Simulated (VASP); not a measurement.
A run of VASP 6.6.1 is set up as follows.

The input INCAR:

```
PREC = Accurate
ENCUT = 600
EDIFF = 1E-6
ISMEAR = 0
SIGMA = 0.1
LREAL = F
LASPH = T
NELM = 100
ALGO = Normal
ISIF = 3
LWAVE = F
LCHARG = F
GGA = PE
IBRION = 2
NSW = 90
EDIFFG = -0.04
```

Contents of KPOINTS:

```
Automatic mesh
0
Gamma
  4 4 4
```

Contents of POSCAR:

```
BeAlS3
1.0
    4.2428486100      0.0000000000      0.0000000000
    0.0000000000      4.2428486100      0.0000000000
    0.0000000000      0.0000000000      4.2621547000
Be Al S
1 1 3
Direct
    0.0000000000      0.0000000000      0.0000000000
    0.5000000000      0.5000000000      0.4819999900
    0.5000000000      0.5000000000      0.0160000000
    0.5000000000      0.0000000000      0.5149999900
    0.0000000000      0.5000000000      0.5149999900
```

Potentials or basis: VASP PAW PBE potentials, release 64 (Be, Al, S).

The run is started by

```sh
$ cat potpaw_PBE.64/Be/POTCAR potpaw_PBE.64/Al/POTCAR potpaw_PBE.64/S/POTCAR > POTCAR
$ mpirun -np 1 vasp_std > vasp.out
```

Predict the space group after relaxing (to 0.05 Å).

P4mm (No. 99).

What does it give for the relaxed cell?

a = 4.310 Å, b = 4.310 Å, c = 6.401 Å, α = 90.00°, β = 90.00°, γ = 90.00°.

Stress tensor (GPa, compression positive):
```
0.11 0.00 0.00
0.00 0.11 0.00
0.00 0.00 0.04
```

Caveat: the k points lie up to 0.36 Å⁻¹ apart in the final cell.
